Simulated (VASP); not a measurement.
# Al in VASP: further runs

The runs below take Al through single point, with PBE.

All numbers are computed with VASP 6.6.1; they aren't measurements. Logs are shortened: lines on timing, memory, paths and dates and some standing lists are left out, and cuts for length are marked.

## Step 1: The cell of the first run

The structure is cubic, space group Fm-3m (No. 225). The conventional cell has a = 4.101 Å, b = 4.101 Å, c = 4.101 Å, α = 90.00°, β = 90.00°, γ = 90.00°. Within 3.8 Å of Al (site symmetry m-3m) lie 12 Al at 2.90 Å.

## Step 2: Single point, PBE (volume scaled by 1.04)

INCAR

```
SYSTEM = Al
PREC = Accurate ; ENCUT = 520
EDIFF = 1E-6 ; ISMEAR = -1
SIGMA = 0.05 ; LREAL = .FALSE.
LASPH = .TRUE. ; NELM = 60
ALGO = Normal ; ISIF = 2
LWAVE = .FALSE. ; LCHARG = .FALSE.
GGA = PE ; NBANDS = 8
```

KPOINTS

```
Automatic mesh
0
G
  14 14 14
  0 0 0
```

POSCAR

```
Al
1.0
    0.0000000000      2.0506143701      2.0506143701
    2.0506143701      0.0000000000      2.0506143701
    2.0506143701      2.0506143701      0.0000000000
Al
1
Direct
    0.0000000000      0.0000000000      0.0000000000
```

Potentials or basis: VASP PAW PBE potentials, release 64 (Al).

Command:

```sh
cat potpaw_PBE.64/Al/POTCAR > POTCAR
mpirun -np 1 vasp_std > vasp.out
```

OUTCAR:

```text
SYSTEM = Al
   PREC = Accurate
   ENCUT = 520
   EDIFF = 1E-6
   ISMEAR = -1
   LREAL = .FALSE.
   LASPH = .TRUE.
   NELM = 60
   ISIF = 2
   GGA = PE

 ion  position               nearest neighbor table
   1  0.000  0.000  0.000-

  LATTYP: Found a face centered cubic cell.
 ALAT       =     4.1012287402

  Lattice vectors:

 A1 = (   0.0000000000,   2.0506143701,   2.0506143701)
 A2 = (   2.0506143701,   0.0000000000,   2.0506143701)
 A3 = (   2.0506143701,   2.0506143701,   0.0000000000)

Analysis of symmetry for initial positions (statically):
=====================================================================
 Subroutine PRICEL returns:
 Original cell was already a primitive cell.

 Routine SETGRP: Setting up the symmetry group for a
 face centered cubic supercell.

 Subroutine GETGRP returns: Found 48 space group operations
 (whereof 48 operations were pure point group operations)
 out of a pool of 48 trial point group operations.

The static configuration has the point symmetry O_h .

Analysis of symmetry for dynamics (positions and initial velocities):
=====================================================================
 Subroutine PRICEL returns:
 Original cell was already a primitive cell.

 Routine SETGRP: Setting up the symmetry group for a
 face centered cubic supercell.

 Subroutine GETGRP returns: Found 48 space group operations
 (whereof 48 operations were pure point group operations)
 out of a pool of 48 trial point group operations.

The dynamic configuration has the point symmetry O_h .

 Subroutine INISYM returns: Found 48 space group operations
 (whereof 48 operations are pure point group operations),
 and found     1 'primitive' translations

----------------------------------------------------------------------------------------

                                     Primitive cell

  volume of cell :      17.2457

  direct lattice vectors                    reciprocal lattice vectors
     0.000000000  2.050614370  2.050614370    -0.243829365  0.243829365  0.243829365
     2.050614370  0.000000000  2.050614370     0.243829365 -0.243829365  0.243829365
     2.050614370  2.050614370  0.000000000     0.243829365  0.243829365 -0.243829365

  length of vectors
     2.900006653  2.900006653  2.900006653     0.422324849  0.422324849  0.422324849

  position of ions in fractional coordinates (direct lattice)
     0.000000000  0.000000000  0.000000000

  ion indices of the primitive-cell ions
   primitive index   ion index
                 1           1

----------------------------------------------------------------------------------------

 KPOINTS: Automatic mesh

Automatic generation of k-mesh.
 Grid dimensions read from file:
 generate k-points for:   14   14   14

 Generating k-lattice:

  Cartesian coordinates                     Fractional coordinates (reciprocal lattice)
    -0.017416383  0.017416383  0.017416383     0.071428571  0.000000000  0.000000000
     0.017416383 -0.017416383  0.017416383     0.000000000  0.071428571  0.000000000
     0.017416383  0.017416383 -0.017416383     0.000000000  0.000000000  0.071428571

  Length of vectors
     0.030166061  0.030166061  0.030166061

  Shift w.r.t. Gamma in fractional coordinates (k-lattice)
     0.000000000  0.000000000  0.000000000

 Subroutine IBZKPT returns following result:
 ===========================================

 Found    104 irreducible k-points:

 Following reciprocal coordinates:
            Coordinates               Weight
  0.000000  0.000000  0.000000      1.000000
  0.071429  0.000000  0.000000      8.000000
  0.142857  0.000000  0.000000      8.000000
  0.214286  0.000000  0.000000      8.000000
  0.285714  0.000000  0.000000      8.000000
  0.357143  0.000000  0.000000      8.000000
[... 16 lines left out ...]
  0.214286  0.142857  0.000000     24.000000
  0.285714  0.142857  0.000000     24.000000
 [... further k-points ...]
   k-points           NKPTS =    104   k-points in BZ     NKDIM =    104   number of bands    NBANDS=      8
   number of dos      NEDOS =    301   number of ions     NIONS =      1
   total plane-waves  NPLWV =  13824
   dimension x,y,z NGX =    24 NGY =   24 NGZ =   24
   dimension x,y,z NGXF=    48 NGYF=   48 NGZF=   48
   ions per type =               1
   NGX,Y,Z   is equivalent  to a cutoff of  13.76, 13.76, 13.76 a.u.
   NGXF,Y,Z  is equivalent  to a cutoff of  27.52, 27.52, 27.52 a.u.
 SYSTEM =  Al
   PREC   = accura    normal or accurate (medium, high low for compatibility)
   ISTART =      0    job   : 0-new  1-cont  2-samecut
   ICHARG =      2    charge: 1-file 2-atom 10-const
   ISPIN  =      1    spin polarized calculation?
   LNONCOLLINEAR =      F non collinear calculations
   LSORBIT =      F    spin-orbit coupling
   LASPH  =      T    aspherical Exc in radial PAW
   ENCUT  =  520.0 eV  38.22 Ry    6.18 a.u.   5.39  5.39  5.39*2*pi/ulx,y,z
   NELM   =     60;   NELMIN=  2; NELMDL= -5     # of ELM steps
   EDIFF  = 0.1E-05   stopping-criterion for ELM
   LREAL  =      F    real-space projection
   EDIFFG = 0.1E-04   stopping-criterion for IOM
   NSW    =      0    number of steps for IOM
   IBRION =     -1    ionic relax: 0-MD 1-quasi-New 2-CG
   NFREE  =      0    steps in history (QN), initial steepest desc. (CG)
   ISIF   =      2    stress and relaxation
   ISYM   =      2    0-nonsym 1-usesym 2-fastsym
   POTIM  = 0.5000    time-step for ionic-motion
   TEBEG  =    0.0;   TEEND  =   0.0 temperature during run
   PSTRESS=    0.0 pullay stress
   NELECT =       3.0000    total number of electrons
   NUPDOWN=      -1.0000    fix difference up-down
   EMIN   =  10.00;   EMAX   =-10.00  energy-range for DOS
   EFERMI =   0.00;   METHOD = LEGACY
   ISMEAR =    -1;   SIGMA  =   0.05  broadening in eV -4-tet -1-fermi 0-gaus
   EFERMI_NEDOS =   21; number of points for ismear=-14 and -15
   IALGO  =     38    algorithm
   IMIX   =      4    mixing-type and parameters
     AMIX     =   0.40;   BMIX     =  1.00
     AMIX_MAG =   1.60;   BMIX_MAG =  1.00
  volume/ion in A,a.u.               =      17.25       116.38
  Fermi-wavevector in a.u.,A,eV,Ry     =   0.913877  1.726978 11.363203  0.835172
  Thomas-Fermi vector in A             =   2.038440
   LORBIT       =      0    0 simple, 1 ext, 2 COOP (PROOUT), +10 PAW based schemes
   GGA     = PE    functional components
   LHFCALC =     F    Hartree Fock is set to
   AEXX    =    0.0000 exact exchange contribution
   IVDW    =     0    specifies the selected vdW correction
   LEPSILON=     F    determine dielectric tensor
   LRPA    =     F    only Hartree local field effects (RPA)
 non-spin polarized calculation
  energy-cutoff  :      520.00
  volume of cell :       17.25
 maximum number of plane-waves:       483
 NGX is ok and might be reduce to    24
   NGX = 11   NGY = 11   NGZ = 11

 number of electron       3.0000000 magnetization

 Free energy of the ion-electron system (eV)
  ---------------------------------------------------
  ext. energy  EPLUGINS =         0.00000000
  ---------------------------------------------------
  free energy    TOTEN  =        -3.73157254 eV

  energy without entropy =       -3.72680076  energy(sigma->0) =       -3.72918665

 E-fermi :   7.5239     XC(G=0): -10.0381

 val. band max:        7.4676161392   @ k =  -0.2857   0.5000   0.2143
 cond. band min:       7.5437882587   @ k =  -0.3571   0.4286   0.2143
 fundamental gap:      0.0761721195
 Fermi energy:         7.5239249458

 k-point     1 :       0.0000    0.0000    0.0000
  band No.  band energies     occupation
      1      -3.2863      2.00000
      2      19.9231      0.00000
      3      19.9231      0.00000
      4      19.9231      0.00000
      5      21.0865      0.00000
      6      21.0865      0.00000
      7      21.0865      0.00000
      8      23.6956      0.00000

 k-point     2 :       0.0714    0.0000    0.0000
  band No.  band energies     occupation
      1      -3.1516      2.00000
      2      17.7654      0.00000
      3      19.4083      0.00000
      4      19.4083      0.00000
      5      21.8046      0.00000
      6      21.8046      0.00000
      7      21.8197      0.00000
      8      25.0250      0.00000

 k-point     3 :       0.1429    0.0000    0.0000
  band No.  band energies     occupation
      1      -2.7483      2.00000
      2      14.9467      0.00000
      3      18.7562      0.00000
      4      18.7562      0.00000
      5      21.7695      0.00000
      6      22.9075      0.00000
      7      22.9075      0.00000
      8      24.5527      0.00000

 k-point     4 :       0.2143    0.0000    0.0000
  band No.  band energies     occupation
      1      -2.0787      2.00000
      2      12.2061      0.00000
      3      18.2870      0.00000
      4      18.2870      0.00000
      5      21.5637      0.00000
      6      22.4974      0.00000
      7      22.4974      0.00000
      8      25.1046      0.00000

 k-point     5 :       0.2857    0.0000    0.0000
  band No.  band energies     occupation
      1      -1.1462      2.00000
      2       9.6326      0.00000
      3      18.0345      0.00000
      4      18.0345      0.00000
      5      21.2839      0.00000
      6      21.2839      0.00000
      7      21.4503      0.00000
      8      25.1805      0.00000

 k-point     6 :       0.3571    0.0000    0.0000
  band No.  band energies     occupation
      1       0.0444      2.00000
      2       7.2593      1.98999
      3      18.0052      0.00000
      4      18.0052      0.00000
      5      20.2000      0.00000
      6      20.2000      0.00000
      7      21.5179      0.00000
      8      24.0408      0.00000

 k-point     7 :       0.4286    0.0000    0.0000
  band No.  band energies     occupation
      1       1.4871      2.00000
      2       5.1038      2.00000
      3      18.1965      0.00000
      4      18.1965      0.00000
      5      19.3296      0.00000
      6      19.3296      0.00000
      7      21.8039      0.00000
      8      23.0801      0.00000

 k-point     8 :       0.5000    0.0000    0.0000
  band No.  band energies     occupation
      1       3.1285      2.00000
      2       3.2244      2.00000
      3      18.4931      0.00000
      4      18.4931      0.00000
      5      18.8054      0.00000
      6      18.8054      0.00000
      7      22.2639      0.00000
      8      22.3906      0.00000

 k-point     9 :       0.0714    0.0714    0.0000
  band No.  band energies     occupation
      1      -3.1068      2.00000
      2      18.4384      0.00000
      3      18.4384      0.00000
      4      18.8303      0.00000
      5      20.6644      0.00000
      6      22.8301      0.00000
      7      22.8301      0.00000
      8      24.4706      0.00000

 k-point    10 :       0.1429    0.0714    0.0000
  band No.  band energies     occupation
      1      -2.7931      2.00000
      2      15.9423      0.00000
      3      17.6570      0.00000
      4      18.8455      0.00000
      5      20.9515      0.00000
      6      22.8357      0.00000
      7      23.2494      0.00000
      8      24.0083      0.00000
[... 78 lines left out ...]
 k-point    18 :      -0.2857    0.0714    0.0000
  band No.  band energies     occupation
      1      -0.6600      2.00000
      2       8.9225      0.00000
      3      15.8259      0.00000
      4      19.3190      0.00000
      5      19.8087      0.00000
      6      21.1722      0.00000
      7      22.3292      0.00000
      8      25.9552      0.00000

 k-point    19 :      -0.2143    0.0714    0.0000
  band No.  band energies     occupation
      1      -1.6783      2.00000
      2      11.4200      0.00000
      3      16.0194      0.00000
      4      19.6641      0.00000
      5      20.8490      0.00000
      6      22.2829      0.00000
      7      22.4801      0.00000
      8      24.3106      0.00000

 k-point    20 :      -0.1429    0.0714    0.0000
  band No.  band energies     occupation
      1      -2.4355      2.00000
      2      14.0747      0.00000
      3      16.4604      0.00000
      4      20.0441      0.00000
      5      21.8254      0.00000
      6      22.4327      0.00000
      7      23.1222      0.00000
      8      23.6574      0.00000

 k-point    21 :      -0.0714    0.0714    0.0000
  band No.  band energies     occupation
      1      -2.9275      2.00000
      2      16.6007      0.00000
      3      17.3434      0.00000
      4      20.2719      0.00000
      5      21.2844      0.00000
      6      22.2993      0.00000
      7      23.0935      0.00000
      8      24.2127      0.00000

 k-point    22 :       0.1429    0.1429    0.0000
  band No.  band energies     occupation
      1      -2.5694      2.00000
      2      16.7798      0.00000
      3      16.7798      0.00000
      4      17.1213      0.00000
      5      19.6758      0.00000
      6      20.9441      0.00000
      7      25.2234      0.00000
      8      25.2234      0.00000

 k-point    23 :       0.2143    0.1429    0.0000
  band No.  band energies     occupation
      1      -2.0786      2.00000
      2      14.3436      0.00000
      3      16.1313      0.00000
      4      17.4079      0.00000
      5      19.0764      0.00000
      6      20.0430      0.00000
      7      25.7393      0.00000
      8      26.0347      0.00000

 k-point    24 :       0.2857    0.1429    0.0000
  band No.  band energies     occupation
      1      -1.3233      2.00000
      2      11.7234      0.00000
      3      15.7131      0.00000
      4      17.2888      0.00000
      5      17.5891      0.00000
      6      21.3564      0.00000
      7      25.2248      0.00000
      8      25.7498      0.00000

 [... further k-points ...]
[... 5 lines left out ...]
  --------------------------------------------------------------------------------------
  -------------------------------------------------------------------------------------
  Total       -0.3554306     -0.3554306     -0.3554306     -0.0000000     -0.0000000      0.0000000
  in kB      -33.0204783    -33.0204783    -33.0204783     -0.0000000     -0.0000000      0.0000000
  external PRESSURE =     -33.0204783 kB  Pullay stress =       0.0000000 kB

 VOLUME and BASIS-vectors are now :
 -----------------------------------------------------------------------------
  energy-cutoff  :      520.00
  volume of cell :       17.25
      direct lattice vectors                 reciprocal lattice vectors
     0.000000000  2.050614370  2.050614370    -0.243829365  0.243829365  0.243829365
     2.050614370  0.000000000  2.050614370     0.243829365 -0.243829365  0.243829365
     2.050614370  2.050614370  0.000000000     0.243829365  0.243829365 -0.243829365

 POSITION                                       TOTAL-FORCE (eV/Angst)
 -----------------------------------------------------------------------------------
      0.00000      0.00000      0.00000        -0.000000      0.000000     -0.000000
 -----------------------------------------------------------------------------------
    total drift:                                0.000000     -0.000000     -0.000000

  FREE ENERGIE OF THE ION-ELECTRON SYSTEM (eV)
  ---------------------------------------------------
  free  energy   TOTEN  =        -3.7315725394 eV

  energy  without entropy=       -3.7268007557  energy(sigma->0) =       -3.72918665
```

It took 7.7 s on 1 thread of Intel Xeon Platinum 8488C (Sapphire Rapids), shared host; peak memory 0.13 GiB.

Results:

| Property | Result |
| --- | --- |
| Free energy | -3.7316 eV |
| Pressure | -3.3 GPa |

Levels at points of the mesh, in eV from the Fermi level:
| k point | band 1 | band 2 | band 3 | band 4 | band 5 |
| --- | --- | --- | --- | --- | --- |
| (0.00, 0.00, 0.00) | -10.81 | 12.40 | 12.40 | 12.40 | 13.56 |
| (0.50, 0.00, 0.00) | -4.40 | -4.30 | 10.97 | 10.97 | 11.28 |
| (0.50, 0.50, 0.00) | -2.79 | -1.57 | 5.27 | 5.41 | 5.41 |

## Step 3: Single point, PBE (equal xx and yy strain of -3 %)

INCAR

```
SYSTEM = Al
  PREC = Accurate
  ENCUT = 520
  EDIFF = 1E-6
  ISMEAR = -1
  SIGMA = 0.05
  LREAL = .False.
  LASPH = .True.
  NELM = 60
  ALGO = Normal
  ISIF = 2
  LWAVE = .False.
  LCHARG = .False.
  GGA = PE
  NBANDS = 8
```

KPOINTS

```
Automatic mesh
0
Gamma
  14 14 14
  0 0 0
```

POSCAR

```
Al
1.0
    0.0000000000      1.9632606000      2.0239800000
    1.9632606000      0.0000000000      2.0239800000
    1.9632606000      1.9632606000      0.0000000000
Al
1
Direct
    0.0000000000      0.0000000000      0.0000000000
```

Potentials or basis: VASP PAW PBE potentials, release 64 (Al).

Command:

```sh
cat potpaw_PBE.64/Al/POTCAR > POTCAR
mpirun -np 1 vasp_std > vasp.out
```

It took 9.9 s on 1 thread of Intel Xeon 6975P-C, shared host; peak memory 0.15 GiB.

The run converged. Its results:

```
Free energy : -3.7266 eV
Pressure    : 4.8 GPa
```

Stress tensor (GPa, compression positive):
```
5.43 0.00 0.00
0.00 5.43 0.00
0.00 0.00 3.50
```

Levels at points of the mesh, in eV from the Fermi level:
| k point | band 1 | band 2 | band 3 | band 4 | band 5 |
| --- | --- | --- | --- | --- | --- |
| (0.00, 0.00, 0.00) | -11.51 | 12.73 | 13.08 | 13.08 | 14.85 |
| (0.50, 0.00, 0.00) | -4.80 | -4.43 | 11.36 | 11.59 | 12.10 |
| (0.50, 0.50, 0.00) | -3.34 | -2.02 | 5.54 | 6.28 | 6.28 |
| (0.50, 0.00, 0.50) | -2.88 | -1.38 | 5.18 | 5.59 | 5.81 |

Caveat: the cell differs from its parent crystal (equal xx and yy strain of -3 %).

## Step 4: Single point, PBE (zz strain of -2 %)

INCAR

```
SYSTEM = Al
PREC = Accurate
ENCUT = 520
EDIFF = 1E-6
ISMEAR = -1
SIGMA = 0.05
LREAL = .False.
LASPH = .True.
NELM = 60
ALGO = Normal
ISIF = 2
LWAVE = .False.
LCHARG = .False.
GGA = PE
NBANDS = 8
```

KPOINTS

```
regular mesh
0
Gamma
  14 14 14
  0 0 0
```

POSCAR

```
Al
1.0
    0.0000000000      2.0239800000      1.9835004000
    2.0239800000      0.0000000000      1.9835004000
    2.0239800000      2.0239800000      0.0000000000
Al
1
Direct
    0.0000000000      0.0000000000      0.0000000000
```

Command:

```sh
cat potpaw_PBE.64/Al/POTCAR > POTCAR
mpirun -np 1 vasp_std > vasp.out
```

Wall time 9.9 s (1 thread of Intel Xeon 6975P-C, shared host); peak memory 0.15 GiB.

It converged, with:

| Item | Value |
| --- | --- |
| Free energy | -3.7389 eV |
| Pressure | 1.0 GPa |

Stress tensor (GPa, compression positive):
```
0.56 0.00 0.00
0.00 0.56 0.00
0.00 0.00 1.88
```

Levels at points of the mesh, in eV from the Fermi level:
```csv
k point,band 1,band 2,band 3,band 4,band 5,band 6
"(0.00, 0.00, 0.00)",-11.22,12.65,12.65,12.87,14.29,14.36
"(0.50, 0.00, 0.00)",-4.63,-4.38,11.32,11.34,11.76,11.81
"(0.50, 0.50, 0.00)",-2.74,-1.30,5.13,5.44,5.44,8.98
"(0.50, 0.00, 0.50)",-3.04,-1.72,5.36,5.74,5.88,9.36
```

Caveat: the cell differs from its parent crystal (zz strain of -2 %).

## Step 5: The runs side by side

| cell | gap on the mesh (eV) | pressure (GPa) |
| --- | --- | --- |
| a = 2.900 Å, angles 60.0°, 1 atom | none | -3.3 |
| a = 2.820, b = 2.820, c = 2.776 Å, angles 60.5, 60.5, 59.0°, 1 atom | none | 4.8 |
| a = 2.834, b = 2.834, c = 2.862 Å, angles 59.7, 59.7, 60.7°, 1 atom | none | 1.0 |

Alike in all rows: task single point; level PBE; potentials or basis VASP PAW PBE potentials, release 64 (Al); no spin polarisation; k mesh 14 × 14 × 14; cutoff (eV) 520; smearing fermi-dirac 0.05 eV.

Absolute energies hang on the potentials; compare differences alone.
